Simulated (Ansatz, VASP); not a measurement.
## One calculation of KCl, two programs

The input INCAR:

```
SYSTEM = KCl
PREC = Accurate
ENCUT = 520
EDIFF = 1E-6
ISMEAR = -1
SIGMA = 0.03
LREAL = .FALSE.
LASPH = .TRUE.
NELM = 80
ALGO = Normal
ISIF = 2
LWAVE = .FALSE.
LCHARG = .FALSE.
GGA = PS
NBANDS = 15
```

Contents of KPOINTS:

```
regular mesh
0
G
  7 7 7
  0 0 0
```

Contents of POSCAR:

```
KCl
1.0
    0.0000000000      3.1561000000      3.1245390000
    3.1561000000      0.0000000000      3.1245390000
    3.1561000000      3.1561000000      0.0000000000
K Cl
1 1
Direct
    0.0000000000      0.0000000000      0.0000000000
    0.5000000000      0.5000000000      0.5000000000
```

Input for Ansatz:

```yaml
crystal:
  lattice:
    - [0.0, 3.1561, 3.124539]
    - [3.1561, 0.0, 3.124539]
    - [3.1561, 3.1561, 0.0]
  atoms:
    - { symbol: K, position: [0.0, 0.0, 0.0] }
    - { symbol: Cl, position: [0.5, 0.5, 0.5] }
kpoints:
  mp_grid: { grid: [7, 7, 7] }
  band_path:
    path:
      - [0.0, 0.0, 0.0]
      - [0.0, 0.5, 0.5]
      - [0.25, 0.75, 0.5]
      - [0.0, 0.5, 0.0]
      - [0.0, 0.0, 0.0]
      - [0.5, 0.5, 0.0]
      - [0.3775380063, 0.6224619937, 0.0]
      - [-0.3775380063, 0.3775380063, 0.0]
      - [0.0, 0.0, 0.0]
    npoints: 5
scf:
  occupations: { method: fermi_dirac, width: 0.03 }
hamiltonian:
  xc: pbesol
  pseudopotentials: { kind: all_electron, lapw: { basis_error: 0.0005 } }
output:
  forces: true
  stress: true
  eigenvalues: true
```

Change from the starting cell: zz strain of -1 %.

Alike in both runs: task single point; functional PBEsol; k mesh 7 × 7 × 7; occupations fermi-dirac, width 0.03 eV; no spin polarisation.

|  | VASP | Ansatz |
| --- | --- | --- |
| version | VASP 6.6.1 | Ansatz 0.2.0 |
| potentials or method | VASP PAW PBE potentials, release 64 (K_sv, Cl), cutoff 520 eV | all-electron LAPW, scalar-relativistic |

|  | VASP | Ansatz | Ansatz less VASP |
| --- | --- | --- | --- |
| gap on the k mesh at the Fermi level (eV) | 5.02 | 5.02 | +0.004 |
| pressure (GPa) | -0.4 | -0.4 | -0.04 |
| traceless stress, the component that is largest in VASP (GPa) | 0.23 | 0.22 | -0.006 |

VASP's potentials were made for PBE, not for PBEsol. Ansatz ran all-electron here, and VASP with PAW potentials.
